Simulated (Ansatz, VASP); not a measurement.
# Two plane-wave programs on CdS

```xyz
2
Lattice="0.0000 2.7160 2.7160 2.7160 0.0000 2.7160 2.7160 2.7160 0.0000" Properties=species:S:1:pos:R:3 pbc="T T T"
Cd    0.0000    0.0000    0.0000
S     2.7160    2.7160    2.7160
```

Alike in both runs: functional r2SCAN; dispersion D4; k mesh 6 × 6 × 6; occupations fermi-dirac, width 0.01 eV; no spin polarisation.

Ansatz relaxed the structure, and its values are those at the end. VASP's run is a single point on that final structure, the one shown.

```csv
,VASP,Ansatz
version,VASP 6.6.1,Ansatz 0.2.0
potentials or method,"VASP PAW PBE potentials, release 64 (Cd, S)","plane waves, PAW"
plane-wave cutoff (eV),520,500
valence electrons in the cell,18,26
```

```csv
,VASP,Ansatz,Ansatz less VASP
pressure (GPa),0.5,0.0,-0.50
```

VASP's potentials were made for PBE, not for r2SCAN. VASP's potentials hold 18 valence electrons a cell and Ansatz's 26, so a difference there can come from the potentials and not from the codes. Ansatz's warnings: stress scf threshold loose.
